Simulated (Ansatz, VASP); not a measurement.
# One calculation of Ta, two programs

The input INCAR:

```
PREC = Accurate ; ENCUT = 520
EDIFF = 1E-7 ; ISMEAR = 0
SIGMA = 0.15 ; LREAL = False
LASPH = True ; NELM = 80
ALGO = Fast ; ISIF = 2
LWAVE = False ; LCHARG = False
GGA = PE ; NBANDS = 18
```

Contents of KPOINTS:

```
regular mesh
0
Gamma
  22 22 14
```

POSCAR

```
Ta
1.0
   -1.6593948201      1.6593948201      1.6593948201
    1.6593948201     -1.6593948201      1.6593948201
    3.3187896402      3.3187896402      0.0000000000
Ta
2
Direct
   -0.0225986001     -0.0225986001      0.0000000000
    0.5225986001      0.5225986001      0.5000000000
```

Input for Ansatz:

```yaml
crystal:
  lattice:
    - [-1.6593948201, 1.6593948201, 1.6593948201]
    - [1.6593948201, -1.6593948201, 1.6593948201]
    - [3.3187896402, 3.3187896402, 0.0]
  atoms:
    - { symbol: Ta, position: [-0.0225986001, -0.0225986001, 0.0] }
    - { symbol: Ta, position: [0.5225986001, 0.5225986001, 0.5] }
basis:
  ecutwfc: 420
kpoints:
  mp_grid: { grid: [22, 22, 14] }
hamiltonian:
  xc: pbe
scf:
  occupations: { method: gaussian, width: 0.15 }
output:
  forces: true
  stress: true
  eigenvalues: true
```

Change from the starting cell: mode 6 (144.7 1/cm) frozen in, largest displacement +0.075 Å.

Alike in both runs: task single point; functional PBE; k mesh 22 × 22 × 14; occupations gaussian, width 0.15 eV; no spin polarisation.

|  | VASP | Ansatz |
| --- | --- | --- |
| version | VASP 6.6.1 | Ansatz 0.2.0 |
| potentials or method | VASP PAW PBE potentials, release 64 (Ta_pv), cutoff 520 eV | scalar-relativistic, plane waves, PAW |
| valence electrons in the cell | 22 | 26 |

Ansatz gave:

- gap on the k mesh at the Fermi level (eV): none
- pressure (GPa): 0.6
- traceless stress, the component that is largest in VASP (GPa): 0.74
- rms of the force components (eV/Å): 0.566

**Question.** What did VASP give for the same quantities?

**Answer.** gap on the k mesh at the Fermi level (eV): none; pressure (GPa): 0.7; traceless stress, the component that is largest in VASP (GPa): 0.74; rms of the force components (eV/Å): 0.566.

Atom by atom the forces differ by 0.000 eV/Å (rms over components). A gap of «none» marks a metal or a gap that the smearing closes. VASP's potentials hold 22 valence electrons a cell and Ansatz's 26, so a difference there can come from the potentials and not from the codes.

Spin-orbit coupling is off throughout.
